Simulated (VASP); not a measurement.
# Ni2H (P-3m1) in VASP: a series of runs, part 2 of 2

VASP 6.6.1. Earlier steps stand in the parts before.

### Step 3. Single point, LDA

This run uses another cell than the first one, of 7.38 Å³/atom.

Input file INCAR:

```
ALGO = Normal ; EDIFF = 1E-6
ENCUT = 520 ; ISIF = 2
ISMEAR = -1 ; LASPH = T
LCHARG = F ; LREAL = F
LWAVE = F ; NBANDS = 18
NELM = 60 ; PREC = Accurate
SIGMA = 0.15
```

Input file KPOINTS:

```
k-points
0
Gamma
  18 18 10
```

Input file POSCAR:

```
Ni2H
1.0
    2.4909003065      0.0000000000      0.0000000000
   -1.2454501532      2.1571829437      0.0000000000
    0.0000000000      0.0000000000      4.1176947857
Ni H
2 1
Direct
    0.6666666667      0.3333333333      0.7684489042
    0.3333333333      0.6666666667      0.2875510959
    0.0000000000      0.0000000000      0.0280000000
```

Potentials or basis: VASP PAW LDA potentials, release 64 (Ni, H).

On the command line:

```console
$ cat potpaw_LDA.64/Ni/POTCAR potpaw_LDA.64/H/POTCAR > POTCAR
$ mpirun -np 1 vasp_std > vasp.out
```

OUTCAR:

```text
EDIFF = 1E-6
   ENCUT = 520
   ISIF = 2
   ISMEAR = -1
   LASPH = T
   LREAL = F
   NELM = 60
   PREC = Accurate

 ion  position               nearest neighbor table
   1  0.667  0.333  0.768-   3 1.79   3 1.79   3 1.79   2 2.45   2 2.45   2 2.45   2 2.58   2 2.58
                             2 2.58
   2  0.333  0.667  0.288-   3 1.79   3 1.79   3 1.79   1 2.45   1 2.45   1 2.45   1 2.58   1 2.58
                             1 2.58
   3  0.000  0.000  0.028-   1 1.79   1 1.79   1 1.79   2 1.79   2 1.79   2 1.79

  LATTYP: Found a hexagonal cell.
 ALAT       =     2.4909003065
 C/A-ratio  =     1.6530949773

  Lattice vectors:

 A1 = (   2.4909003065,   0.0000000000,   0.0000000000)
 A2 = (  -1.2454501532,   2.1571829437,   0.0000000000)
 A3 = (   0.0000000000,   0.0000000000,   4.1176947857)

Analysis of symmetry for initial positions (statically):
=====================================================================
 Subroutine PRICEL returns:
 Original cell was already a primitive cell.

 Routine SETGRP: Setting up the symmetry group for a
 hexagonal supercell.

 Subroutine GETGRP returns: Found 12 space group operations
 (whereof  6 operations were pure point group operations)
 out of a pool of 24 trial point group operations.

The static configuration has the point symmetry C_3v.
 The point group associated with its full space group is D_3d.

Analysis of symmetry for dynamics (positions and initial velocities):
=====================================================================
 Subroutine PRICEL returns:
 Original cell was already a primitive cell.

 Routine SETGRP: Setting up the symmetry group for a
 hexagonal supercell.

 Subroutine GETGRP returns: Found 12 space group operations
 (whereof  6 operations were pure point group operations)
 out of a pool of 24 trial point group operations.

The dynamic configuration has the point symmetry C_3v.
[... 119 lines left out ...]
   IALGO  =     38    algorithm
   IMIX   =      4    mixing-type and parameters
     AMIX     =   0.40;   BMIX     =  1.00
     AMIX_MAG =   1.60;   BMIX_MAG =  1.00
  volume/ion in A,a.u.               =       7.38        49.77
  Fermi-wavevector in a.u.,A,eV,Ry     =   1.608850  3.040285 35.217278  2.588397
  Thomas-Fermi vector in A             =   2.704653
   LORBIT       =      0    0 simple, 1 ext, 2 COOP (PROOUT), +10 PAW based schemes
   GGA     = CA    functional components
   LHFCALC =     F    Hartree Fock is set to
   AEXX    =    0.0000 exact exchange contribution
   IVDW    =     0    specifies the selected vdW correction
   LEPSILON=     F    determine dielectric tensor
   LRPA    =     F    only Hartree local field effects (RPA)
 non-spin polarized calculation
  energy-cutoff  :      520.00
  volume of cell :       22.13
 maximum number of plane-waves:       612
 NGX is ok and might be reduce to    20
   NGX =  9   NGY =  9   NGZ = 15

 number of electron      20.9999991 magnetization

 Free energy of the ion-electron system (eV)
  ---------------------------------------------------
  ext. energy  EPLUGINS =         0.00000000
  ---------------------------------------------------
  free energy    TOTEN  =       -17.03621027 eV

  energy without entropy =      -16.80737707  energy(sigma->0) =      -16.92179367

 E-fermi :   9.8193     XC(G=0): -13.9320

 val. band max:        9.8169613838   @ k =   0.0000   0.1111   0.2000
 cond. band min:       9.8317898234   @ k =   0.4444   0.0000   0.2000
 fundamental gap:      0.0148284395
 Fermi energy:         9.8192969651

 k-point     1 :       0.0000    0.0000    0.0000
  band No.  band energies     occupation
      1      -1.9516      2.00000
      2       4.8041      2.00000
      3       6.7193      2.00000
      4       7.6817      2.00000
      5       7.6817      2.00000
      6       7.7181      2.00000
[... 481 lines left out ...]
      5       7.4097      2.00000
      6       7.5528      2.00000
[... 10 lines left out ...]
     17      23.4523      0.00000
     18      27.6855      0.00000

 [... further k-points ...]

------------------------ aborting loop because EDIFF is reached ----------------------------------------

  FORCE on cell =-STRESS in cart. coord.  units (eV):
  Direction    XX          YY          ZZ          XY          YZ          ZX
  --------------------------------------------------------------------------------------
  -------------------------------------------------------------------------------------
  Total        0.0239382      0.0239382      0.0000564      0.0000000     -0.0000000      0.0000000
  in kB        1.7334230      1.7334230      0.0040818      0.0000000     -0.0000000      0.0000000
  external PRESSURE =       1.1569760 kB  Pullay stress =       0.0000000 kB

 VOLUME and BASIS-vectors are now :
 -----------------------------------------------------------------------------
  energy-cutoff  :      520.00
  volume of cell :       22.13
      direct lattice vectors                 reciprocal lattice vectors
     2.490900306  0.000000000  0.000000000     0.401461270  0.231783772  0.000000000
    -1.245450153  2.157182944  0.000000000     0.000000000  0.463567544  0.000000000
     0.000000000  0.000000000  4.117694786     0.000000000  0.000000000  0.242854328

 POSITION                                       TOTAL-FORCE (eV/Angst)
 -----------------------------------------------------------------------------------
      1.24545      0.71906      3.16424         0.000000      0.000000     -0.013563
     -0.00000      1.43812      1.18405        -0.000000      0.000000      0.013563
      0.00000      0.00000      0.11530        -0.000000      0.000000      0.000000
 -----------------------------------------------------------------------------------
    total drift:                               -0.000000     -0.000000      0.000046

  FREE ENERGIE OF THE ION-ELECTRON SYSTEM (eV)
  ---------------------------------------------------
  free  energy   TOTEN  =       -17.0362102672 eV

  energy  without entropy=      -16.8073770669  energy(sigma->0) =      -16.92179367
```

It took 94 s on 1 thread of Intel Xeon Platinum 8488C (Sapphire Rapids), shared host; peak memory 0.22 GiB.

Results:

| Quantity | Value |
| --- | --- |
| Free energy | -17.0362 eV |
| Pressure | 0.1 GPa |
| Largest force | 0.014 eV/Å |
| Band gap on the k mesh | zero (an odd number of electrons rules out a gap without spin polarisation) |

Forces on the atoms (eV/Å):
```
Ni   0.000  0.000 -0.014
Ni   0.000  0.000  0.014
H    0.000  0.000  0.000
```

Spin polarisation is off, so any magnetic state and its effect on volume and gap are missing.

### Step 4. Single point, LDA (7.52 Å³/atom)

This run uses another cell than the first one, of 7.52 Å³/atom.

Input file INCAR:

```
PREC = Accurate
ENCUT = 520
EDIFF = 1E-6
ISMEAR = -1
SIGMA = 0.15
LREAL = F
LASPH = T
NELM = 60
ALGO = Normal
ISIF = 2
LWAVE = F
LCHARG = F
NBANDS = 18
```

Input file KPOINTS:

```
Automatic mesh
0
Gamma
  18 18 10
```

Input file POSCAR:

```
Ni2H
1.0
    2.5076856925      0.0000000000      0.0000000000
   -1.2538428463      2.1717195144      0.0000000000
    0.0000000000      0.0000000000      4.1440101659
Ni H
2 1
Direct
    0.6666666667      0.3333333333      0.7686372884
    0.3333333333      0.6666666667      0.2873627116
    0.0000000000      0.0000000000      0.0280000000
```

On the command line:

```console
$ cat potpaw_LDA.64/Ni/POTCAR potpaw_LDA.64/H/POTCAR > POTCAR
$ mpirun -np 1 vasp_std > vasp.out
```

Run time: 1.7 min. Hardware: 1 thread of Intel Xeon Platinum 8488C (Sapphire Rapids), shared host; peak memory 0.22 GiB.

It converged, with:

```
Free energy            : -17.0303 eV
Pressure               : -4.5 GPa
Largest force          : 0.011 eV/Å
Band gap on the k mesh : zero (an odd number of electrons rules out a gap without spin polarisation)
```

Forces on the atoms (eV/Å):
```
Ni   0.000  0.000 -0.011
Ni   0.000  0.000  0.011
H    0.000  0.000  0.000
```

Stress tensor (GPa, compression positive):
```
-4.44  0.00  0.00
 0.00 -4.44  0.00
 0.00  0.00 -4.60
```

Levels at points of the mesh, in eV from the Fermi level:
| k point | band 7 | band 8 | band 9 | band 10 | band 11 | band 12 | band 13 | band 14 | band 15 | band 16 |
| --- | --- | --- | --- | --- | --- | --- | --- | --- | --- | --- |
| (0.00, 0.00, 0.00) | -1.79 | -1.79 | -1.33 | -1.33 | -0.45 | -0.45 | 4.76 | 15.40 | 23.13 | 23.14 |
| (0.50, 0.00, 0.00) | -1.77 | -0.26 | -0.25 | -0.13 | 0.59 | 2.61 | 7.59 | 7.89 | 9.10 | 12.55 |
| (0.00, 0.00, 0.50) | -2.06 | -2.06 | -0.72 | -0.72 | -0.68 | -0.68 | 11.02 | 11.88 | 17.36 | 22.27 |
| (0.50, 0.00, 0.50) | -1.28 | -0.87 | -0.19 | -0.19 | 0.30 | 0.59 | 5.62 | 5.64 | 13.73 | 15.92 |

Caveat: the cell stands under tension.

### Step 5. Summary

```csv
cell,gap on the mesh (eV),pressure (GPa),largest force (eV/Å)
"a = 2.474, b = 2.474, c = 4.091 Å, angles 90.0, 90.0, 120.0°, 3 atoms, atomic positions A",none,5.3,0.02
"a = 2.491, b = 2.491, c = 4.118 Å, angles 90.0, 90.0, 120.0°, 3 atoms, atomic positions B",none,0.1,0.01
"a = 2.508, b = 2.508, c = 4.144 Å, angles 90.0, 90.0, 120.0°, 3 atoms, atomic positions C",none,-4.5,0.01
```

Alike in all rows: task single point; level LDA; potentials or basis VASP PAW LDA potentials, release 64 (Ni, H); no spin polarisation; k mesh 18 × 18 × 10; cutoff (eV) 520; smearing fermi-dirac 0.15 eV.

Caveats: the cell stands under pressure (at least some runs); the cell stands under tension (at least some runs).

Absolute energies hang on the potentials; compare differences alone.
